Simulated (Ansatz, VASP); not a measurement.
# Cd2Se5 in VASP and in Ansatz

```
Cd Se
1.0
     0.00000    4.88217    4.88217
     4.88217    0.00000    4.88217
     4.88217    4.88217    0.00000
Cd Se
2 5
Direct
  0.00000 0.00000 0.00000
  0.50000 0.50000 0.50000
  0.34902 0.34902 0.34902
  0.34902 0.34902 0.95295
  0.34902 0.95295 0.34902
  0.95295 0.34902 0.34902
  0.75000 0.75000 0.75000
```

Alike in both runs: functional PBE; k mesh 3 × 3 × 3; occupations gaussian, width 0.2 eV; no spin polarisation.

Ansatz relaxed the structure, and its values are those at the end. VASP's run is a single point on that final structure, the one shown.

|  | VASP | Ansatz |
| --- | --- | --- |
| version | VASP 6.6.1 | Ansatz 0.2.0 |
| potentials or method | VASP PAW PBE potentials, release 64 (Cd, Se), cutoff 500 eV | scalar-relativistic, plane waves, PAW |
| valence electrons in the cell | 54 | 120 |

|  | VASP | Ansatz | Ansatz less VASP |
| --- | --- | --- | --- |
| gap on the k mesh at the Fermi level (eV) | none | none | - |
| pressure (GPa) | 0.4 | 0.3 | -0.10 |
| rms of the force components (eV/Å) | 0.077 | 0.059 | -0.0181 |

A gap of «none» marks a metal or a gap that the smearing closes. The functional is the same, so the differences come from potentials, cutoffs and numerics. VASP's potentials hold 54 valence electrons a cell and Ansatz's 120, so a difference there can come from the potentials and not from the codes.

The k mesh is coarse, so the values compare programs but aren't converged.
